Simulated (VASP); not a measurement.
# Nb2N2 in VASP: relaxation of the atoms with PBE

Aim: the relaxation of the atoms of Nb2N2 with PBE.

Everything below comes from runs of VASP 6.6.1. Logs are shortened: lines on timing, memory, paths and dates and some standing lists are left out, and cuts for length are marked.

## Step 1: The cell of the first run

The cell holds a cluster in a box, 4 atoms: a = 10.700 Å, b = 11.000 Å, c = 9.100 Å, α = 90.00°, β = 90.00°, γ = 90.00°.

## Step 2: Relaxation of the atoms, PBE, collinear spin, ferromagnetic start

The input, INCAR:

```
SYSTEM = NbN
  PREC = Accurate
  ENCUT = 520
  EDIFF = 1E-6
  ISMEAR = 0
  SIGMA = 0.05
  LREAL = .FALSE.
  LASPH = .TRUE.
  NELM = 150
  ALGO = Normal
  ISIF = 2
  LWAVE = .FALSE.
  LCHARG = .FALSE.
  ISPIN = 2
  MAGMOM = 1.2 1.2 0.4 0.4
  LORBIT = 11
  LMAXMIX = 4
  GGA = PE
  IBRION = 2
  NSW = 60
  EDIFFG = -0.03
```

The input, KPOINTS:

```
Automatic mesh
0
G
  1 1 1
  0 0 0
```

The input, POSCAR:

```
NbN
1.0
   10.7000000000      0.0000000000      0.0000000000
    0.0000000000     11.0000000000      0.0000000000
    0.0000000000      0.0000000000      9.1000000000
Nb N
2 2
Direct
    0.3964198450      0.3914006633      0.4964617855
    0.5878876337      0.6191475546      0.5163076886
    0.6082036989      0.4068778059      0.5180533348
    0.4059396396      0.6089441359      0.5004384843
```

Potentials or basis: VASP PAW PBE potentials, release 64 (Nb_sv, N).

Launch:

```sh
> cat potpaw_PBE.64/Nb_sv/POTCAR potpaw_PBE.64/N/POTCAR > POTCAR
> mpirun -np 1 vasp_gam > vasp.out
```

OUTCAR:

```text
SYSTEM = NbN
   PREC = Accurate
   ENCUT = 520
   EDIFF = 1E-6
   ISMEAR = 0
   LREAL = .FALSE.
   LASPH = .TRUE.
   NELM = 150
   ISIF = 2
   ISPIN = 2
   LORBIT = 11
   GGA = PE
   IBRION = 2
   NSW = 60
   EDIFFG = -0.03

 ion  position               nearest neighbor table
   1  0.396  0.391  0.496-   3 2.28   4 2.40
   2  0.588  0.619  0.516-   4 1.96   3 2.35
   3  0.608  0.407  0.518-   1 2.28   2 2.35
   4  0.406  0.609  0.500-   2 1.96   1 2.40

  LATTYP: Found a simple orthorhombic cell.
 ALAT       =     9.1000000000
 B/A-ratio  =     1.1758241758
 C/A-ratio  =     1.2087912088

  Lattice vectors:

 A1 = (   0.0000000000,   0.0000000000,   9.1000000000)
 A2 = (  10.7000000000,   0.0000000000,   0.0000000000)
 A3 = (   0.0000000000,  11.0000000000,   0.0000000000)

Analysis of symmetry for initial positions (statically):
=====================================================================
 Subroutine PRICEL returns:
 Original cell was already a primitive cell.

 Routine SETGRP: Setting up the symmetry group for a
 simple orthorhombic supercell.

 Subroutine GETGRP returns: Found  1 space group operations
 (whereof  1 operations were pure point group operations)
 out of a pool of  8 trial point group operations.

The static configuration has the point symmetry C_1 .

Analysis of symmetry for dynamics (positions and initial velocities):
=====================================================================
 Subroutine PRICEL returns:
 Original cell was already a primitive cell.

 Routine SETGRP: Setting up the symmetry group for a
 simple orthorhombic supercell.

 Subroutine GETGRP returns: Found  1 space group operations
 (whereof  1 operations were pure point group operations)
 out of a pool of  8 trial point group operations.

The dynamic configuration has the point symmetry C_1 .

Analysis of structural, dynamic, and magnetic symmetry:
=====================================================================
 Subroutine PRICEL returns:
 Original cell was already a primitive cell.

 Routine SETGRP: Setting up the symmetry group for a
 simple orthorhombic supercell.

 Subroutine GETGRP returns: Found  1 space group operations
 (whereof  1 operations were pure point group operations)
 out of a pool of  8 trial point group operations.

The overall configuration has the point symmetry C_1 .

 Subroutine INISYM returns: Found  1 space group operations
 (whereof  1 operations are pure point group operations),
 and found     1 'primitive' translations

----------------------------------------------------------------------------------------

                                     Primitive cell

  volume of cell :    1071.0700

  direct lattice vectors                    reciprocal lattice vectors
    10.700000000  0.000000000  0.000000000     0.093457944  0.000000000  0.000000000
     0.000000000 11.000000000  0.000000000     0.000000000  0.090909091  0.000000000
     0.000000000  0.000000000  9.100000000     0.000000000  0.000000000  0.109890110

  length of vectors
    10.700000000 11.000000000  9.100000000     0.093457944  0.090909091  0.109890110

  position of ions in fractional coordinates (direct lattice)
     0.396419845  0.391400663  0.496461786
     0.587887634  0.619147555  0.516307689
     0.608203699  0.406877806  0.518053335
     0.405939640  0.608944136  0.500438484

  ion indices of the primitive-cell ions
   primitive index   ion index
                 1           1
                 2           2
                 3           3
                 4           4

----------------------------------------------------------------------------------------

 KPOINTS: Automatic mesh

Automatic generation of k-mesh.
 Grid dimensions read from file:
 generate k-points for:    1    1    1

 Generating k-lattice:

  Cartesian coordinates                     Fractional coordinates (reciprocal lattice)
     0.093457944  0.000000000  0.000000000     1.000000000  0.000000000  0.000000000
     0.000000000  0.090909091  0.000000000     0.000000000  1.000000000  0.000000000
     0.000000000  0.000000000  0.109890110     0.000000000  0.000000000  1.000000000

  Length of vectors
     0.093457944  0.090909091  0.109890110

  Shift w.r.t. Gamma in fractional coordinates (k-lattice)
     0.000000000  0.000000000  0.000000000

 Subroutine IBZKPT returns following result:
 ===========================================

 Found      1 irreducible k-points:

 Following reciprocal coordinates:
            Coordinates               Weight
  0.000000  0.000000  0.000000      1.000000
   k-points           NKPTS =      1   k-points in BZ     NKDIM =      1   number of bands    NBANDS=     24
   number of dos      NEDOS =    301   number of ions     NIONS =      4
   total plane-waves  NPLWV = 470400
   dimension x,y,z NGX =    80 NGY =   84 NGZ =   70
   dimension x,y,z NGXF=   160 NGYF=  168 NGZF=  140
   ions per type =               2   2
   NGX,Y,Z   is equivalent  to a cutoff of  12.43, 12.70, 12.79 a.u.
   NGXF,Y,Z  is equivalent  to a cutoff of  24.86, 25.39, 25.58 a.u.
 SYSTEM =  NbN
   PREC   = accura    normal or accurate (medium, high low for compatibility)
   ISTART =      0    job   : 0-new  1-cont  2-samecut
   ICHARG =      2    charge: 1-file 2-atom 10-const
   ISPIN  =      2    spin polarized calculation?
   LNONCOLLINEAR =      F non collinear calculations
   LSORBIT =      F    spin-orbit coupling
   LASPH  =      T    aspherical Exc in radial PAW
   ENCUT  =  520.0 eV  38.22 Ry    6.18 a.u.  19.89 20.45 16.92*2*pi/ulx,y,z
   NELM   =    150;   NELMIN=  2; NELMDL= -5     # of ELM steps
   EDIFF  = 0.1E-05   stopping-criterion for ELM
   LREAL  =      F    real-space projection
   EDIFFG = -.3E-01   stopping-criterion for IOM
   NSW    =     60    number of steps for IOM
   IBRION =      2    ionic relax: 0-MD 1-quasi-New 2-CG
   NFREE  =      1    steps in history (QN), initial steepest desc. (CG)
   ISIF   =      2    stress and relaxation
   ISYM   =      2    0-nonsym 1-usesym 2-fastsym
   POTIM  = 0.5000    time-step for ionic-motion
   TEBEG  =    0.0;   TEEND  =   0.0 temperature during run
   PSTRESS=    0.0 pullay stress
   NELECT =      36.0000    total number of electrons
   NUPDOWN=      -1.0000    fix difference up-down
   EMIN   =  10.00;   EMAX   =-10.00  energy-range for DOS
   EFERMI =   0.00;   METHOD = LEGACY
   ISMEAR =     0;   SIGMA  =   0.05  broadening in eV -4-tet -1-fermi 0-gaus
   EFERMI_NEDOS =   21; number of points for ismear=-14 and -15
   IALGO  =     38    algorithm
   IMIX   =      4    mixing-type and parameters
     AMIX     =   0.40;   BMIX     =  1.00
     AMIX_MAG =   1.60;   BMIX_MAG =  1.00
  volume/ion in A,a.u.               =     267.77      1806.98
  Fermi-wavevector in a.u.,A,eV,Ry     =   0.528327  0.998394  3.797791  0.279130
  Thomas-Fermi vector in A             =   1.549906
   LORBIT       =     11    0 simple, 1 ext, 2 COOP (PROOUT), +10 PAW based schemes
   GGA     = PE    functional components
   LHFCALC =     F    Hartree Fock is set to
   AEXX    =    0.0000 exact exchange contribution
   IVDW    =     0    specifies the selected vdW correction
   LEPSILON=     F    determine dielectric tensor
   LRPA    =     F    only Hartree local field effects (RPA)
 conjugate gradient relaxation of ions
 spin polarized calculation
 Gauss-broadening in eV      SIGMA  =   0.05
  energy-cutoff  :      520.00
  volume of cell :     1071.07
 maximum number of plane-waves:     14420
 NGX is ok and might be reduce to    80
   NGX = 39   NGY = 41   NGZ = 33

--------------------------------------- Ionic step        1  -------------------------------------------

 number of electron      36.0000001 magnetization       3.9999972

 Free energy of the ion-electron system (eV)
  ---------------------------------------------------
  ext. energy  EPLUGINS =         0.00000000
  ---------------------------------------------------
  free energy    TOTEN  =       -27.11412556 eV

  energy without entropy =      -27.11412556  energy(sigma->0) =      -27.11412556

------------------------ aborting loop because EDIFF is reached ----------------------------------------

  FORCE on cell =-STRESS in cart. coord.  units (eV):
  Direction    XX          YY          ZZ          XY          YZ          ZX
  --------------------------------------------------------------------------------------
  -------------------------------------------------------------------------------------
  Total      -19.6993655    -16.6221514     -0.2596913     -2.1640625     -0.2644614     -1.5987673
  in kB      -29.4676135    -24.8645132     -0.3884635     -3.2371478     -0.3955988     -2.3915419
  external PRESSURE =     -18.2401967 kB  Pullay stress =       0.0000000 kB
[... 95 lines left out ...]
  FREE ENERGIE OF THE ION-ELECTRON SYSTEM (eV)
  ---------------------------------------------------
  free  energy   TOTEN  =       -30.1982869382 eV

  energy  without entropy=      -30.1982869382  energy(sigma->0) =      -30.19828694

[... ionic steps 4 to 13 ...]

--------------------------------------- Ionic step       14  -------------------------------------------

 number of electron      35.9999997 magnetization       4.0000000

------------------------ aborting loop because EDIFF is reached ----------------------------------------
[... 71 lines left out ...]
--------------------------------------- Ionic step       16  -------------------------------------------

 number of electron      35.9999997 magnetization       4.0000000

 Free energy of the ion-electron system (eV)
  ---------------------------------------------------
  ext. energy  EPLUGINS =         0.00000000
  ---------------------------------------------------
  free energy    TOTEN  =       -31.34003536 eV

  energy without entropy =      -31.34003536  energy(sigma->0) =      -31.34003536

 E-fermi :  -2.4315     XC(G=0):  -1.5649

 val. band max:       -2.6743220727   @ k =   0.0000   0.0000   0.0000
 cond. band min:      -2.1272246678   @ k =   0.0000   0.0000   0.0000
 fundamental gap:      0.5470974049
 Fermi energy:        -2.4315465020

 spin component 1

 k-point     1 :       0.0000    0.0000    0.0000
  band No.  band energies     occupation
      1     -58.5196      1.00000
      2     -58.4255      1.00000
      3     -35.4312      1.00000
      4     -34.8603      1.00000
      5     -34.6646      1.00000
      6     -34.6408      1.00000
[... 16 lines left out ...]
     23      -1.8424      0.00000
     24      -1.0221      0.00000
 Fermi energy:        -2.4315465020

 spin component 2

 k-point     1 :       0.0000    0.0000    0.0000
  band No.  band energies     occupation
      1     -57.6745      1.00000
      2     -57.5765      1.00000
      3     -34.7548      1.00000
      4     -34.0434      1.00000
      5     -33.8373      1.00000
      6     -33.8273      1.00000
[... 47 lines left out ...]
  FREE ENERGIE OF THE ION-ELECTRON SYSTEM (eV)
  ---------------------------------------------------
  free  energy   TOTEN  =       -31.3400353611 eV

  energy  without entropy=      -31.3400353611  energy(sigma->0) =      -31.34003536

 reached required accuracy - stopping structural energy minimisation

 total charge

# of ion       s       p       d       tot
------------------------------------------
    1        2.209   5.952   2.774  10.935
    2        2.209   5.952   2.774  10.935
    3        1.307   2.384   0.000   3.692
    4        1.307   2.385   0.000   3.692
--------------------------------------------------
tot          7.032  16.673   5.548  29.253

 magnetization (x)

# of ion       s       p       d       tot
------------------------------------------
    1        0.079   0.006   1.202   1.286
    2        0.079   0.006   1.201   1.286
    3       -0.006  -0.144   0.000  -0.150
    4       -0.006  -0.144   0.000  -0.150
--------------------------------------------------
tot          0.146  -0.277   2.403   2.272
```

It took 47 min on 1 thread of Intel Xeon Platinum 8488C (Sapphire Rapids), shared host; peak memory 1.3 GiB.

Results:

- Free energy: -31.3400 eV
- Largest force after relaxing: 0.013 eV/Å
- Gap between the frontier levels: 0.55 eV
- Net moment: 4.00 μB per cell
- Site moments: Nb +1.29; N -0.15 μB
- Valence electrons inside the program's atomic spheres: Nb 10.94; N 3.69

Forces in eV/Å, atoms in the order of the input:
```
Nb  -0.001 -0.008  0.004
Nb   0.010  0.003  0.007
N   -0.007  0.002 -0.007
N   -0.002  0.004 -0.005
```

Final structure:
```
Nb N
1.0
    10.70000    0.00000    0.00000
     0.00000   11.00000    0.00000
     0.00000    0.00000    9.10000
Nb N
2 2
Direct
  0.41268 0.41355 0.49878
  0.58653 0.59964 0.51666
  0.58641 0.42937 0.51550
  0.41282 0.58381 0.50032
```
